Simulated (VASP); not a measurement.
Set up this calculation in VASP 6.6.1, as the native input.

* Task: relaxation of cell and atoms
* Functional: PBE
* Potentials or basis: VASP PAW PBE potentials, release 64 (C)
* Cutoff: 600 eV
* k mesh: 12 × 12 × 2
* Occupations: gaussian, width 0.1 eV
* Spin: no spin polarisation
* Dipole correction: no
* Further INCAR settings: ALGO = Normal; EDIFF = 1e-07; IBRION = 2; EDIFFG = -0.04; NSW = 90; ISIF = 3

The structure of C lies in POSCAR:

```
C
1.0
    1.2332461097     -2.1360570061      0.0000000000
    1.2332461097      2.1360570061      0.0000000000
    0.0000000000      0.0000000000     12.2664096066
C
6
Direct
    0.1666743790      0.8333256210      0.6711359690
    0.8333256210      0.1666743790      0.6711359690
    0.8333256210      0.1666743790      0.3288640310
    0.1666743790      0.8333256210      0.3288640310
    0.3333193128      0.6666806872      0.0000000000
    0.6666806872      0.3333193128      0.0000000000
```

These files were run (other wordings do the same):

INCAR

```
SYSTEM = C
ALGO = Normal
EDIFF = 1E-7
EDIFFG = -0.04
ENCUT = 600
GGA = PE
GGA_COMPAT = .FALSE.
IBRION = 2
ISIF = 3
ISMEAR = 0
LASPH = .TRUE.
LCHARG = .FALSE.
LREAL = .FALSE.
LWAVE = .FALSE.
NELM = 120
NELMIN = 4
NSW = 90
PREC = Accurate
SIGMA = 0.1
```

KPOINTS

```
k-points
0
G
  12 12 2
  0 0 0
```

Potentials or basis: VASP PAW PBE potentials, release 64 (C).

The run is started by

```bash
$ cat potpaw_PBE.64/C/POTCAR > POTCAR
$ mpirun -np 1 vasp_std > vasp.out
```

Results of the run:

```json
{
  "Pressure after relaxing": "0.1 GPa",
  "Largest force after relaxing": "0.006 eV/Å",
  "Band gap on the k mesh": "zero (band 12 reaches 3.11 eV, above the bottom of band 13 at 3.07 eV)"
}
```

Caveat: the relaxation stopped at its first step, so nothing moved; this functional lacks dispersion, which binds the layers, so the pressure and a relaxed spacing across them are unreliable.

Run time: 84 s on 1 thread of Intel(R) Xeon(R) Platinum 8259CL CPU @ 2.50GHz (Skylake/Cascade Lake), with other jobs on the host, peak memory 0.22 GiB.
